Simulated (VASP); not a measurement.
# InSb3 (Fm-3m) in VASP: a series of runs

Aim: see how the results for InSb3 move with the level of theory and the settings. Levels: PBE, r2SCAN. Tasks: single point.

Program: VASP 6.6.1. These are calculated values, not measurements. Logs are shortened: lines on timing, memory, paths and dates and some standing lists are left out, and cuts for length are marked.

**1. The cell of the first run**

It takes space group Fm-3m (No. 225, cubic). The conventional cell has a = 7.738 Å, b = 7.738 Å, c = 7.738 Å, α = 90.00°, β = 90.00°, γ = 90.00°. Sb (site symmetry m-3m) has 8 Sb at 3.35 Å and 6 In at 3.87 Å within 4.4 Å. Sb (site symmetry -43m) has 4 In at 3.35 Å and 10 Sb at 3.35 to 3.87 Å within 4.4 Å. Within 4.4 Å of In (site symmetry m-3m) lie 14 Sb at 3.35 to 3.87 Å.

**2. Single point, PBE**

Contents of INCAR:

```
SYSTEM = InSb3
PREC = Accurate ; ENCUT = 520
EDIFF = 1E-6 ; ISMEAR = -1
SIGMA = 0.05 ; LREAL = .FALSE.
LASPH = .TRUE. ; NELM = 60
ALGO = Normal ; ISIF = 2
LWAVE = .FALSE. ; LCHARG = .TRUE.
GGA = PE ; LELF = .TRUE.
LVHAR = .TRUE. ; NBANDS = 22
```

Contents of KPOINTS:

```
regular mesh
0
G
  6 6 6
  0 0 0
```

Contents of POSCAR:

```
InSb3
1.0
    0.0000000000      3.8689769334      3.8689769334
    3.8689769334      0.0000000000      3.8689769334
    3.8689769334      3.8689769334      0.0000000000
Sb In
3 1
Direct
    0.5000000000      0.5000000000      0.5000000000
    0.7500000000      0.7500000000      0.7500000000
    0.2500000000      0.2500000000      0.2500000000
    0.0000000000      0.0000000000      0.0000000000
```

Potentials or basis: VASP PAW PBE potentials, release 64 (Sb, In_d).

Started as:

```
$ cat potpaw_PBE.64/Sb/POTCAR potpaw_PBE.64/In_d/POTCAR > POTCAR
$ mpirun -np 1 vasp_std > vasp.out
```

OUTCAR:

```text
SYSTEM = InSb3
   PREC = Accurate
   ENCUT = 520
   EDIFF = 1E-6
   ISMEAR = -1
   LREAL = .FALSE.
   LASPH = .TRUE.
   NELM = 60
   ISIF = 2
   GGA = PE

 ion  position               nearest neighbor table
   1  0.500  0.500  0.500-   2 3.35   3 3.35   3 3.35   3 3.35   3 3.35   2 3.35   2 3.35   2 3.35
                             4 3.87   4 3.87   4 3.87   4 3.87   4 3.87   4 3.87
   2  0.750  0.750  0.750-   1 3.35   4 3.35   1 3.35   1 3.35   1 3.35   4 3.35   4 3.35   4 3.35

   3  0.250  0.250  0.250-   1 3.35   4 3.35   4 3.35   4 3.35   4 3.35   1 3.35   1 3.35   1 3.35

   4  0.000  0.000  0.000-   2 3.35   3 3.35   2 3.35   2 3.35   2 3.35   3 3.35   3 3.35   3 3.35
                             1 3.87   1 3.87   1 3.87   1 3.87   1 3.87   1 3.87

  LATTYP: Found a face centered cubic cell.
 ALAT       =     7.7379538668

  Lattice vectors:

 A1 = (   0.0000000000,   3.8689769334,   3.8689769334)
 A2 = (   3.8689769334,   0.0000000000,   3.8689769334)
 A3 = (   3.8689769334,   3.8689769334,   0.0000000000)

Analysis of symmetry for initial positions (statically):
=====================================================================
 Subroutine PRICEL returns:
 Original cell was already a primitive cell.

 Routine SETGRP: Setting up the symmetry group for a
 face centered cubic supercell.

 Subroutine GETGRP returns: Found 48 space group operations
 (whereof 48 operations were pure point group operations)
 out of a pool of 48 trial point group operations.

The static configuration has the point symmetry O_h .

Analysis of symmetry for dynamics (positions and initial velocities):
=====================================================================
 Subroutine PRICEL returns:
 Original cell was already a primitive cell.

 Routine SETGRP: Setting up the symmetry group for a
 face centered cubic supercell.

 Subroutine GETGRP returns: Found 48 space group operations
 (whereof 48 operations were pure point group operations)
 out of a pool of 48 trial point group operations.

The dynamic configuration has the point symmetry O_h .

 Subroutine INISYM returns: Found 48 space group operations
 (whereof 48 operations are pure point group operations),
[... 84 lines left out ...]
   ICHARG =      2    charge: 1-file 2-atom 10-const
   ISPIN  =      1    spin polarized calculation?
   LNONCOLLINEAR =      F non collinear calculations
   LSORBIT =      F    spin-orbit coupling
   LASPH  =      T    aspherical Exc in radial PAW
   ENCUT  =  520.0 eV  38.22 Ry    6.18 a.u.  10.17 10.17 10.17*2*pi/ulx,y,z
   NELM   =     60;   NELMIN=  2; NELMDL= -5     # of ELM steps
   EDIFF  = 0.1E-05   stopping-criterion for ELM
   LREAL  =      F    real-space projection
   EDIFFG = 0.1E-04   stopping-criterion for IOM
   NSW    =      0    number of steps for IOM
   IBRION =     -1    ionic relax: 0-MD 1-quasi-New 2-CG
   NFREE  =      0    steps in history (QN), initial steepest desc. (CG)
   ISIF   =      2    stress and relaxation
   ISYM   =      2    0-nonsym 1-usesym 2-fastsym
   POTIM  = 0.5000    time-step for ionic-motion
   TEBEG  =    0.0;   TEEND  =   0.0 temperature during run
   PSTRESS=    0.0 pullay stress
   NELECT =      28.0000    total number of electrons
   NUPDOWN=      -1.0000    fix difference up-down
   EMIN   =  10.00;   EMAX   =-10.00  energy-range for DOS
   EFERMI =   0.00;   METHOD = LEGACY
   ISMEAR =    -1;   SIGMA  =   0.05  broadening in eV -4-tet -1-fermi 0-gaus
   EFERMI_NEDOS =   21; number of points for ismear=-14 and -15
   IALGO  =     38    algorithm
   IMIX   =      4    mixing-type and parameters
     AMIX     =   0.40;   BMIX     =  1.00
     AMIX_MAG =   1.60;   BMIX_MAG =  1.00
  volume/ion in A,a.u.               =      28.96       195.41
  Fermi-wavevector in a.u.,A,eV,Ry     =   1.019815  1.927171 14.150365  1.040023
  Thomas-Fermi vector in A             =   2.153350
   LORBIT       =      0    0 simple, 1 ext, 2 COOP (PROOUT), +10 PAW based schemes
   GGA     = PE    functional components
   LHFCALC =     F    Hartree Fock is set to
   AEXX    =    0.0000 exact exchange contribution
   IVDW    =     0    specifies the selected vdW correction
   LEPSILON=     F    determine dielectric tensor
   LRPA    =     F    only Hartree local field effects (RPA)
 non-spin polarized calculation
  energy-cutoff  :      520.00
  volume of cell :      115.83
 maximum number of plane-waves:      3143
 NGX is ok and might be reduce to    42
   NGX = 21   NGY = 21   NGZ = 21

 number of electron      28.0000007 magnetization

 Free energy of the ion-electron system (eV)
  ---------------------------------------------------
  ext. energy  EPLUGINS =         0.00000000
  ---------------------------------------------------
  free energy    TOTEN  =       -14.18222785 eV

  energy without entropy =      -14.15044111  energy(sigma->0) =      -14.16633448

 E-fermi :   7.3622     XC(G=0):  -9.8787

 val. band max:        7.3426780103   @ k =   0.5000   0.1667   0.0000
 cond. band min:       7.3879290580   @ k =  -0.1667   0.1667   0.0000
 fundamental gap:      0.0452510477
 Fermi energy:         7.3622478383

 k-point     1 :       0.0000    0.0000    0.0000
  band No.  band energies     occupation
      1      -7.2652      2.00000
      2      -7.2652      2.00000
      3      -7.2652      2.00000
      4      -7.2411      2.00000
      5      -7.2411      2.00000
      6      -4.5499      2.00000
[... 389 lines left out ...]
     21      11.5141      0.00000
     22      13.9631      0.00000

------------------------ aborting loop because EDIFF is reached ----------------------------------------

  FORCE on cell =-STRESS in cart. coord.  units (eV):
  Direction    XX          YY          ZZ          XY          YZ          ZX
  --------------------------------------------------------------------------------------
  -------------------------------------------------------------------------------------
  Total       -2.0058124     -2.0058124     -2.0058124      0.0000000      0.0000000      0.0000000
  in kB      -27.7448561    -27.7448561    -27.7448561      0.0000000      0.0000000      0.0000000
  external PRESSURE =     -27.7448561 kB  Pullay stress =       0.0000000 kB

 VOLUME and BASIS-vectors are now :
 -----------------------------------------------------------------------------
  energy-cutoff  :      520.00
  volume of cell :      115.83
      direct lattice vectors                 reciprocal lattice vectors
     0.000000000  3.868976933  3.868976933    -0.129233130  0.129233130  0.129233130
     3.868976933  0.000000000  3.868976933     0.129233130 -0.129233130  0.129233130
     3.868976933  3.868976933  0.000000000     0.129233130  0.129233130 -0.129233130

 POSITION                                       TOTAL-FORCE (eV/Angst)
 -----------------------------------------------------------------------------------
      3.86898      3.86898      3.86898         0.000000     -0.000000      0.000000
      5.80347      5.80347      5.80347        -0.000000      0.000000     -0.000000
      1.93449      1.93449      1.93449         0.000000      0.000000      0.000000
      0.00000      0.00000      0.00000         0.000000     -0.000000      0.000000
 -----------------------------------------------------------------------------------
    total drift:                               -0.000000      0.000000      0.000000

  FREE ENERGIE OF THE ION-ELECTRON SYSTEM (eV)
  ---------------------------------------------------
  free  energy   TOTEN  =       -14.1822278480 eV

  energy  without entropy=      -14.1504411053  energy(sigma->0) =      -14.16633448
```

Wall time 22 s (1 thread of Intel Xeon 6975P-C (Granite Rapids), shared host); peak memory 0.26 GiB.

Results:

```
Free energy            : -14.1822 eV
Pressure               : -2.8 GPa
Band gap on the k mesh : zero (band 14 reaches 8.27 eV, above the bottom of band 15 at 5.07 eV)
```

Caveat: spin-orbit coupling is left out, which moves the levels of the heavy elements.

**3. Single point, r2SCAN**

This run uses another cell than the first one, of 25.68 Å³/atom, 0.887 times its volume.

Contents of POSCAR:

```
InSb3
1.0
    0.0000000000      3.7170933668      3.7170933668
    3.7170933668      0.0000000000      3.7170933668
    3.7170933668      3.7170933668      0.0000000000
Sb In
3 1
Direct
    0.5000000000      0.5000000000      0.5000000000
    0.7500000000      0.7500000000      0.7500000000
    0.2500000000      0.2500000000      0.2500000000
    0.0000000000      0.0000000000      0.0000000000
```

Contents of INCAR.step1:

```
PREC     = Accurate       # precision mode
ENCUT    = 520            # plane-wave cutoff, eV
ISMEAR   = -1             # smearing method
SIGMA    = 0.05           # smearing width, eV
LREAL    = F              # projectors in reciprocal space
LASPH    = T              # aspherical terms in the spheres
NELM     = 60             # most SCF steps
NBANDS   = 22             # bands
GGA      = PE             # functional
ALGO     = Normal         # electronic algorithm
EDIFF    = 1E-4           # SCF threshold, eV
LWAVE    = T              # write WAVECAR
LCHARG   = F              # write CHGCAR
```

Contents of INCAR.step2:

```
PREC     = Accurate       # precision mode
ENCUT    = 520            # plane-wave cutoff, eV
EDIFF    = 1E-6           # SCF threshold, eV
ISMEAR   = -1             # smearing method
SIGMA    = 0.05           # smearing width, eV
LREAL    = F              # projectors in reciprocal space
LASPH    = T              # aspherical terms in the spheres
NELM     = 60             # most SCF steps
ALGO     = Normal         # electronic algorithm
ISIF     = 2              # what is computed and relaxed
LWAVE    = F              # write WAVECAR
LCHARG   = F              # write CHGCAR
METAGGA  = R2SCAN         # meta-GGA
LMIXTAU  = T            
NBANDS   = 22             # bands
ISTART   = 1
```

Contents of KPOINTS:

```
Automatic mesh
0
Gamma
  6 6 6
```

Potentials or basis: VASP PAW PBE potentials, release 64 (Sb, In_d).

Started as:

```
$ cat potpaw_PBE.64/Sb/POTCAR potpaw_PBE.64/In_d/POTCAR > POTCAR
$ cp INCAR.step1 INCAR
$ mpirun -np 1 vasp_std > vasp.out
$ cp INCAR.step2 INCAR
$ mpirun -np 1 vasp_std > vasp.out
```

OUTCAR:

```text
PREC = Accurate
   ENCUT = 520
   EDIFF = 1E-6
   ISMEAR = -1
   LREAL = F
   LASPH = T
   NELM = 60
   ISIF = 2
   METAGGA = R2SCAN
   ISTART = 1

 ion  position               nearest neighbor table
   1  0.500  0.500  0.500-   3 3.22   3 3.22   3 3.22   2 3.22   3 3.22   2 3.22   2 3.22   2 3.22
                             4 3.72   4 3.72   4 3.72   4 3.72   4 3.72   4 3.72
   2  0.750  0.750  0.750-   1 3.22   1 3.22   1 3.22   1 3.22   4 3.22   4 3.22   4 3.22   4 3.22
                             3 3.72   3 3.72   3 3.72   3 3.72   3 3.72   3 3.72
   3  0.250  0.250  0.250-   4 3.22   4 3.22   4 3.22   1 3.22   4 3.22   1 3.22   1 3.22   1 3.22
                             2 3.72   2 3.72   2 3.72   2 3.72   2 3.72   2 3.72
   4  0.000  0.000  0.000-   2 3.22   2 3.22   2 3.22   2 3.22   3 3.22   3 3.22   3 3.22   3 3.22
                             1 3.72   1 3.72   1 3.72   1 3.72   1 3.72   1 3.72

  LATTYP: Found a face centered cubic cell.
 ALAT       =     7.4341867336

  Lattice vectors:

 A1 = (   0.0000000000,   3.7170933668,   3.7170933668)
 A2 = (   3.7170933668,   0.0000000000,   3.7170933668)
 A3 = (   3.7170933668,   3.7170933668,   0.0000000000)

Analysis of symmetry for initial positions (statically):
=====================================================================
[... 170 lines left out ...]
 fundamental gap:      0.1199318705
 Fermi energy:         8.8498900822

 k-point     1 :       0.0000    0.0000    0.0000
  band No.  band energies     occupation
      1      -6.5762      2.00000
      2      -6.5762      2.00000
      3      -6.5762      2.00000
      4      -6.5310      2.00000
      5      -6.5310      2.00000
      6      -4.5760      2.00000
[... 389 lines left out ...]
     21      13.6525      0.00000
     22      16.0925      0.00000

------------------------ aborting loop because EDIFF is reached ----------------------------------------

  FORCE on cell =-STRESS in cart. coord.  units (eV):
  Direction    XX          YY          ZZ          XY          YZ          ZX
  --------------------------------------------------------------------------------------
  -------------------------------------------------------------------------------------
  Total        1.6706250      1.6706250      1.6706250      0.0000000      0.0000000     -0.0000000
  in kB       26.0584838     26.0584838     26.0584838      0.0000000      0.0000000     -0.0000000
  external PRESSURE =      26.0584838 kB  Pullay stress =       0.0000000 kB

 VOLUME and BASIS-vectors are now :
 -----------------------------------------------------------------------------
  energy-cutoff  :      520.00
  volume of cell :      102.72
      direct lattice vectors                 reciprocal lattice vectors
     0.000000000  3.717093367  3.717093367    -0.134513705  0.134513705  0.134513705
     3.717093367  0.000000000  3.717093367     0.134513705 -0.134513705  0.134513705
     3.717093367  3.717093367  0.000000000     0.134513705  0.134513705 -0.134513705

 POSITION                                       TOTAL-FORCE (eV/Angst)
 -----------------------------------------------------------------------------------
      3.71709      3.71709      3.71709         0.000000      0.000000      0.000000
      5.57564      5.57564      5.57564        -0.000000     -0.000000     -0.000000
      1.85855      1.85855      1.85855         0.000000      0.000000      0.000000
      0.00000      0.00000      0.00000         0.000000      0.000000      0.000000
 -----------------------------------------------------------------------------------
    total drift:                               -0.000000      0.000000      0.000000

  FREE ENERGIE OF THE ION-ELECTRON SYSTEM (eV)
  ---------------------------------------------------
  free  energy   TOTEN  =       -98.5935406397 eV

  energy  without entropy=      -98.5698054969  energy(sigma->0) =      -98.58167307
```

OUTCAR.step1:

```text
PREC = Accurate
   ENCUT = 520
   ISMEAR = -1
   LREAL = F
   LASPH = T
[... 619 lines left out ...]
      3.71709      3.71709      3.71709         0.000000      0.000000      0.000000
      5.57564      5.57564      5.57564        -0.000000     -0.000000     -0.000000
      1.85855      1.85855      1.85855         0.000000      0.000000     -0.000000
      0.00000      0.00000      0.00000         0.000000      0.000000      0.000000
 -----------------------------------------------------------------------------------
    total drift:                               -0.000000      0.000000      0.000000

  FREE ENERGIE OF THE ION-ELECTRON SYSTEM (eV)
  ---------------------------------------------------
  free  energy   TOTEN  =       -14.1875921736 eV

  energy  without entropy=      -14.1606028189  energy(sigma->0) =      -14.17409750
```

It took 61 s on 1 thread of Intel Xeon 6975P-C (Granite Rapids), shared host; peak memory 0.26 GiB.

What came out:

| Quantity | Value |
| --- | --- |
| Free energy | -98.5935 eV |
| Pressure | 2.6 GPa |
| Band gap on the k mesh | zero (band 14 reaches 9.86 eV, above the bottom of band 15 at 6.74 eV) |

Caveat: the PAW data sets were made with another functional, which shifts forces and pressure a little; spin-orbit coupling is left out, which moves the levels of the heavy elements.
